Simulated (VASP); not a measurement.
# F (C2/m) in VASP: further runs

The runs below take F through single point, with PBEsol.

All numbers are computed with VASP 6.6.1; they aren't measurements. Logs are shortened: lines on timing, memory, paths and dates and some standing lists are left out, and cuts for length are marked.

### 1 The cell of the first run

It takes space group C2/m (No. 12, monoclinic). The conventional cell has a = 6.136 Å, b = 3.631 Å, c = 7.613 Å, α = 90.00°, β = 111.86°, γ = 90.00°. F (site symmetry m) has 1 F at 1.42 Å within 1.9 Å. Within 1.9 Å of F (site symmetry m) lie 1 F at 1.42 Å.

### 2 Single point, PBEsol

File INCAR:

```
PREC = Accurate ; ENCUT = 520
EDIFF = 1E-7 ; ISMEAR = 0
SIGMA = 0.05 ; LREAL = False
LASPH = True ; NELM = 60
ALGO = Normal ; ISIF = 2
LWAVE = False ; LCHARG = False
GGA = PS ; NBANDS = 22
```

File KPOINTS:

```
regular mesh
0
Gamma
  4 4 2
```

File POSCAR:

```
F
1.0
    3.0589019356     -1.8154231508     -0.2359289060
    3.0589019356      1.8154231508     -0.2359289060
   -2.2828896347      0.0000000000      7.2631592929
F
4
Direct
    0.0848459664      0.0848459664      0.0940038325
    0.9151540336      0.9151540336      0.9059961675
    0.5015719855      0.5015719855      0.5937195244
    0.4984280145      0.4984280145      0.4062804756
```

Potentials or basis: VASP PAW PBE potentials, release 64 (F).

Started as:

```console
cat potpaw_PBE.64/F/POTCAR > POTCAR
mpirun -np 1 vasp_std > vasp.out
```

OUTCAR:

```text
PREC = Accurate
   ENCUT = 520
   EDIFF = 1E-7
   ISMEAR = 0
   LREAL = False
   LASPH = True
   NELM = 60
   ISIF = 2
   GGA = PS

 ion  position               nearest neighbor table
   1  0.085  0.085  0.094-   2 1.42
   2  0.915  0.915  0.906-   1 1.42
   3  0.502  0.502  0.594-   4 1.42
   4  0.498  0.498  0.406-   3 1.42

  LATTYP: Found a base centered monoclinic cell.
 ALAT       =     6.1359737615
 B/A-ratio  =     0.5917310671
 C/A-ratio  =     1.2407939894
 COS(beta)  =    -0.3723223026

  Lattice vectors:

 A1 = (   3.0589019356,  -1.8154231508,  -0.2359289060)
 A2 = (   3.0589019356,   1.8154231508,  -0.2359289060)
 A3 = (  -2.2828896347,   0.0000000000,   7.2631592929)

Analysis of symmetry for initial positions (statically):
=====================================================================
 Subroutine PRICEL returns:
 Original cell was already a primitive cell.

 Routine SETGRP: Setting up the symmetry group for a
 base centered monoclinic supercell.

 Subroutine GETGRP returns: Found  4 space group operations
 (whereof  4 operations were pure point group operations)
 out of a pool of  4 trial point group operations.

The static configuration has the point symmetry C_2h.

Analysis of symmetry for dynamics (positions and initial velocities):
=====================================================================
 Subroutine PRICEL returns:
 Original cell was already a primitive cell.

 Routine SETGRP: Setting up the symmetry group for a
 base centered monoclinic supercell.

 Subroutine GETGRP returns: Found  4 space group operations
 (whereof  4 operations were pure point group operations)
 out of a pool of  4 trial point group operations.

The dynamic configuration has the point symmetry C_2h.

 Subroutine INISYM returns: Found  4 space group operations
 (whereof  4 operations are pure point group operations),
 and found     1 'primitive' translations

----------------------------------------------------------------------------------------

                                     Primitive cell

  volume of cell :      78.7120

  direct lattice vectors                    reciprocal lattice vectors
     3.058901936 -1.815423151 -0.235928906     0.167518390 -0.275417882  0.052652844
     3.058901936  1.815423151 -0.235928906     0.167518390  0.275417882  0.052652844
    -2.282889635  0.000000000  7.263159293     0.010882986  0.000000000  0.141101773

  length of vectors
     3.564870926  3.564870926  7.613479362     0.326633959  0.326633959  0.141520846

  position of ions in fractional coordinates (direct lattice)
     0.084845966  0.084845966  0.094003833
     0.915154034  0.915154034  0.905996167
     0.501571986  0.501571986  0.593719524
     0.498428014  0.498428014  0.406280476

  ion indices of the primitive-cell ions
   primitive index   ion index
                 1           1
                 2           2
                 3           3
                 4           4

----------------------------------------------------------------------------------------

 KPOINTS: regular mesh

Automatic generation of k-mesh.
 Grid dimensions read from file:
 generate k-points for:    4    4    2

 Generating k-lattice:

  Cartesian coordinates                     Fractional coordinates (reciprocal lattice)
     0.041879598 -0.068854471  0.013163211     0.250000000 -0.000000000  0.000000000
     0.041879598  0.068854471  0.013163211    -0.000000000  0.250000000  0.000000000
     0.005441493  0.000000000  0.070550887    -0.000000000 -0.000000000  0.500000000

  Length of vectors
     0.081658490  0.081658490  0.070760423

  Shift w.r.t. Gamma in fractional coordinates (k-lattice)
     0.000000000  0.000000000  0.000000000

 Subroutine IBZKPT returns following result:
 ===========================================

 Found     14 irreducible k-points:

 Following reciprocal coordinates:
            Coordinates               Weight
  0.000000  0.000000  0.000000      1.000000
  0.250000 -0.000000  0.000000      4.000000
  0.500000 -0.000000  0.000000      2.000000
  0.250000  0.250000  0.000000      2.000000
  0.500000  0.250000  0.000000      4.000000
 -0.250000  0.250000  0.000000      2.000000
  0.500000  0.500000  0.000000      1.000000
  0.000000  0.000000  0.500000      1.000000
  0.250000  0.000000  0.500000      4.000000
  0.500000 -0.000000  0.500000      2.000000
  0.250000  0.250000  0.500000      2.000000
  0.500000  0.250000  0.500000      4.000000
 -0.250000  0.250000  0.500000      2.000000
  0.500000  0.500000  0.500000      1.000000
   k-points           NKPTS =     14   k-points in BZ     NKDIM =     14   number of bands    NBANDS=     22
   number of dos      NEDOS =    301   number of ions     NIONS =      4
   total plane-waves  NPLWV =  47040
   dimension x,y,z NGX =    28 NGY =   28 NGZ =   60
   dimension x,y,z NGXF=    56 NGYF=   56 NGZF=  120
   ions per type =               4
   NGX,Y,Z   is equivalent  to a cutoff of  13.06, 13.06, 13.10 a.u.
   NGXF,Y,Z  is equivalent  to a cutoff of  26.12, 26.12, 26.20 a.u.
 SYSTEM =  unknown system
   PREC   = accura    normal or accurate (medium, high low for compatibility)
   ISTART =      0    job   : 0-new  1-cont  2-samecut
   ICHARG =      2    charge: 1-file 2-atom 10-const
   ISPIN  =      1    spin polarized calculation?
   LNONCOLLINEAR =      F non collinear calculations
   LSORBIT =      F    spin-orbit coupling
   LASPH  =      T    aspherical Exc in radial PAW
   ENCUT  =  520.0 eV  38.22 Ry    6.18 a.u.   6.63  6.63 14.16*2*pi/ulx,y,z
   NELM   =     60;   NELMIN=  2; NELMDL= -5     # of ELM steps
   EDIFF  = 0.1E-06   stopping-criterion for ELM
   LREAL  =      F    real-space projection
   EDIFFG = 0.1E-05   stopping-criterion for IOM
   NSW    =      0    number of steps for IOM
   IBRION =     -1    ionic relax: 0-MD 1-quasi-New 2-CG
   NFREE  =      0    steps in history (QN), initial steepest desc. (CG)
   ISIF   =      2    stress and relaxation
   ISYM   =      2    0-nonsym 1-usesym 2-fastsym
   POTIM  = 0.5000    time-step for ionic-motion
   TEBEG  =    0.0;   TEEND  =   0.0 temperature during run
   PSTRESS=    0.0 pullay stress
   NELECT =      28.0000    total number of electrons
   NUPDOWN=      -1.0000    fix difference up-down
   EMIN   =  10.00;   EMAX   =-10.00  energy-range for DOS
   EFERMI =   0.00;   METHOD = LEGACY
   ISMEAR =     0;   SIGMA  =   0.05  broadening in eV -4-tet -1-fermi 0-gaus
   EFERMI_NEDOS =   21; number of points for ismear=-14 and -15
   IALGO  =     38    algorithm
   IMIX   =      4    mixing-type and parameters
     AMIX     =   0.40;   BMIX     =  1.00
     AMIX_MAG =   1.60;   BMIX_MAG =  1.00
  volume/ion in A,a.u.               =      19.68       132.79
  Fermi-wavevector in a.u.,A,eV,Ry     =   1.159971  2.192028 18.307089  1.345533
  Thomas-Fermi vector in A             =   2.296558
   LORBIT       =      0    0 simple, 1 ext, 2 COOP (PROOUT), +10 PAW based schemes
   GGA     = PS    functional components
   LHFCALC =     F    Hartree Fock is set to
   AEXX    =    0.0000 exact exchange contribution
   IVDW    =     0    specifies the selected vdW correction
   LEPSILON=     F    determine dielectric tensor
   LRPA    =     F    only Hartree local field effects (RPA)
 non-spin polarized calculation
 Gauss-broadening in eV      SIGMA  =   0.05
  energy-cutoff  :      520.00
  volume of cell :       78.71
 maximum number of plane-waves:      2134
 NGX is ok and might be reduce to    28
   NGX = 13   NGY = 13   NGZ = 29

 number of electron      28.0000004 magnetization

 Free energy of the ion-electron system (eV)
  ---------------------------------------------------
  ext. energy  EPLUGINS =         0.00000000
  ---------------------------------------------------
  free energy    TOTEN  =        -7.79616279 eV

  energy without entropy =       -7.79616279  energy(sigma->0) =       -7.79616279

 E-fermi :  -5.7125     XC(G=0):  -6.6721

 val. band max:       -5.9606177543   @ k =   0.5000   0.5000   0.0000
 cond. band min:      -3.1768548058   @ k =   0.0000   0.0000   0.0000
 fundamental gap:      2.7837629486
 Fermi energy:        -5.7125157135

 k-point     1 :       0.0000    0.0000    0.0000
  band No.  band energies     occupation
      1     -30.7095      2.00000
      2     -30.5466      2.00000
      3     -24.4795      2.00000
      4     -24.2386      2.00000
      5     -12.4477      2.00000
      6     -11.8843      2.00000
[... 14 lines left out ...]
     21      13.0581      0.00000
     22      14.1988      0.00000

 k-point     2 :       0.2500   -0.0000    0.0000
  band No.  band energies     occupation
      1     -30.6895      2.00000
      2     -30.5347      2.00000
      3     -24.4423      2.00000
      4     -24.2597      2.00000
      5     -12.3658      2.00000
      6     -11.9591      2.00000
[... 14 lines left out ...]
     21      11.0718      0.00000
     22      12.5668      0.00000

 k-point     3 :       0.5000   -0.0000    0.0000
  band No.  band energies     occupation
      1     -30.6697      2.00000
      2     -30.5232      2.00000
      3     -24.3908      2.00000
      4     -24.2952      2.00000
      5     -12.2098      2.00000
      6     -12.1072      2.00000
[... 14 lines left out ...]
     21       9.8643      0.00000
     22      10.0874      0.00000
[... 226 lines left out ...]
 k-point    13 :      -0.2500    0.2500    0.5000
  band No.  band energies     occupation
      1     -30.6698      2.00000
      2     -30.5232      2.00000
      3     -24.3908      2.00000
      4     -24.2952      2.00000
      5     -12.2064      2.00000
      6     -12.1057      2.00000
[... 14 lines left out ...]
     21      10.2443      0.00000
     22      10.2703      0.00000

 k-point    14 :       0.5000    0.5000    0.5000
  band No.  band energies     occupation
      1     -30.6623      2.00000
      2     -30.5158      2.00000
      3     -24.3990      2.00000
      4     -24.3032      2.00000
      5     -12.2258      2.00000
      6     -12.1260      2.00000
[... 14 lines left out ...]
     21       8.9126      0.00000
     22       9.0497      0.00000

------------------------ aborting loop because EDIFF is reached ----------------------------------------

  FORCE on cell =-STRESS in cart. coord.  units (eV):
  Direction    XX          YY          ZZ          XY          YZ          ZX
  --------------------------------------------------------------------------------------
  -------------------------------------------------------------------------------------
  Total       -0.3765891     -0.2615902     -1.0627704      0.0000000      0.0000000     -0.0655188
  in kB       -7.6654442     -5.3246505    -21.6326180      0.0000000      0.0000000     -1.3336309
  external PRESSURE =     -11.5409042 kB  Pullay stress =       0.0000000 kB

 VOLUME and BASIS-vectors are now :
 -----------------------------------------------------------------------------
  energy-cutoff  :      520.00
  volume of cell :       78.71
      direct lattice vectors                 reciprocal lattice vectors
     3.058901936 -1.815423151 -0.235928906     0.167518390 -0.275417882  0.052652844
     3.058901936  1.815423151 -0.235928906     0.167518390  0.275417882  0.052652844
    -2.282889635  0.000000000  7.263159293     0.010882986  0.000000000  0.141101773

 POSITION                                       TOTAL-FORCE (eV/Angst)
 -----------------------------------------------------------------------------------
      0.30447      0.00000      0.64273        -0.135386      0.000000     -0.278712
      3.53044      0.00000      6.14857         0.135386      0.000000      0.278712
      1.71312      0.00000      4.07561         0.093724      0.000000     -0.305312
      2.12179      0.00000      2.71569        -0.093724      0.000000      0.305312
 -----------------------------------------------------------------------------------
    total drift:                                0.000000      0.000000     -0.000000

  FREE ENERGIE OF THE ION-ELECTRON SYSTEM (eV)
  ---------------------------------------------------
  free  energy   TOTEN  =        -7.7961627950 eV

  energy  without entropy=       -7.7961627950  energy(sigma->0) =       -7.79616279
```

Run time: 14 s. Hardware: 1 thread of AMD EPYC 9R45 (Zen 5), shared host; peak memory 0.16 GiB.

What came out:

| Property | Result |
| --- | --- |
| Free energy | -7.7962 eV |
| Pressure | -1.2 GPa |
| Largest force | 0.319 eV/Å |
| Band gap on the k mesh | 2.78 eV, indirect (least direct gap 2.86 eV) |

Forces on the atoms (eV/Å):
```
F   -0.135  0.000 -0.279
F    0.135  0.000  0.279
F    0.094  0.000 -0.305
F   -0.094  0.000  0.305
```

Caveat: the k points lie up to 0.51 Å⁻¹ apart; the PAW data sets were made with another functional, which shifts forces and pressure a little. PBEsol gaps usually lie below the measured ones, often by a third to a half.

### 3 Single point, PBEsol

File INCAR:

```
ALGO = Normal
EDIFF = 1E-7
ENCUT = 520
GGA = PS
ISIF = 2
ISMEAR = 0
LASPH = True
LCHARG = False
LREAL = False
LWAVE = False
NBANDS = 22
NELM = 100
PREC = Accurate
SIGMA = 0.05
```

File KPOINTS:

```
k-points
0
Gamma
  4 4 2
```

File POSCAR:

```
F
1.0
    3.1250888338     -1.7960956580     -0.2410338105
    3.1250888338      1.7960956580     -0.2410338105
   -2.3498280761      0.0000000000      7.1928711320
F
4
Direct
    0.0848459664      0.0848459664      0.0940038325
    0.9151540336      0.9151540336      0.9059961675
    0.5015719855      0.5015719855      0.5937195244
    0.4984280145      0.4984280145      0.4062804756
```

Potentials or basis: VASP PAW PBE potentials, release 64 (F).

Started as:

```console
cat potpaw_PBE.64/F/POTCAR > POTCAR
mpirun -np 1 vasp_std > vasp.out
```

Wall time 13 s (1 thread of AMD EPYC 9R45 (Zen 5), shared host); peak memory 0.15 GiB.

It converged, with:

```yaml
Free_energy: -7.7996 eV
Pressure: -0.5 GPa
Largest_force: 0.012 eV/Å
Band_gap_on_the_k_mesh: 2.90 eV, indirect (least direct gap 2.98 eV)
```

Forces in eV/Å, atoms in the order of the input:
```
F    0.006  0.000  0.011
F   -0.006  0.000 -0.011
F    0.002  0.000  0.007
F   -0.002  0.000 -0.007
```

Levels at points of the mesh, in eV from the valence-band top:
```
           k point  band 12  band 13  band 14  band 15  band 16  band 17
(0.00, 0.00, 0.00)    -0.17    -0.11    -0.08     2.90     3.62     8.61
(0.50, 0.00, 0.00)    -0.28    -0.27    -0.16     3.29     3.37    12.45
(0.50, 0.50, 0.00)    -0.27    -0.18     0.00     3.24     3.37    12.78
(0.00, 0.00, 0.50)    -0.17    -0.16    -0.08     3.20     3.28     9.44
(0.50, 0.00, 0.50)    -0.31    -0.19    -0.06     3.13     3.51    12.36
(0.50, 0.50, 0.50)    -0.23    -0.17    -0.09     3.28     3.37    12.39
```

Caveat: the k points lie up to 0.51 Å⁻¹ apart; the PAW data sets were made with another functional, which shifts forces and pressure a little. A k mesh can miss the band edges.

(Continued in part 2 of 2.)
